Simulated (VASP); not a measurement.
Cu:

```xyz
2
Lattice="1.1885 -3.4603 0.0000 1.1885 3.4603 0.0000 -0.1009 0.0000 2.8617" Properties=species:S:1:pos:R:3 pbc="T T T"
Cu    1.1633   -2.5537    0.7154
Cu    1.1128    2.5537    2.1463
```

```yaml
Program: VASP 6.6.1
Task: relaxation of cell and atoms
Functional: PBE
Potentials_or_basis: VASP PAW PBE potentials, release 64 (Cu_sv_GW)
Cutoff: 820 eV
k_mesh: 8 × 8 × 6
Occupations: gaussian, width 0.1 eV
Spin: no spin polarisation
```

At the start: pressure 12.4 GPa; volume 11.77 Å³/atom.

Q: Where does the relaxation end?

A: Over 13 steps the energy falls by 108.4 meV/atom and the volume is 12.34 Å³/atom (+4.9 %); space group C2/c (No. 15, to 0.1 Å) before and after.

The path:
| step | energy change (eV) | largest force (eV/Å) | pressure (GPa) | volume (Å³) |
| --- | --- | --- | --- | --- |
| 1 | 0.0000 | 0.6670 | 12.35 | 23.54 |
| 2 | -0.0816 | 0.0914 | -7.76 | 26.75 |
| 3 | -0.1039 | 0.2115 | -2.50 | 25.65 |
| 4 | -0.1344 | 0.0073 | -1.28 | 25.38 |
| 5 | -0.1610 | 0.4812 | 1.48 | 24.84 |
| 6 | -0.1815 | 0.4046 | 0.33 | 24.92 |
| 7 | -0.2011 | 0.2608 | -1.50 | 25.03 |
| 8 | -0.2021 | 0.2943 | -1.32 | 25.02 |
| 9 | -0.2142 | 0.1486 | 0.04 | 24.70 |
| 10 | -0.2160 | 0.0805 | 0.70 | 24.55 |
| 11 | -0.2160 | 0.0666 | 0.74 | 24.53 |
| 12 | -0.2168 | 0.0072 | -0.35 | 24.70 |
| 13 | -0.2168 | 0.0000 | -0.17 | 24.69 |

Final structure:
```
Cu
1.0
     1.22590   -3.98110    0.00619
     1.22590    3.98110    0.00619
    -0.08878    0.00000    2.52871
Cu
2
Direct
  0.86592 0.13408 0.25000
  0.13408 0.86592 0.75000
```

Caveat: the k points lie up to 0.41 Å⁻¹ apart in the final cell, too coarse for converged energies and pressures of a metal.
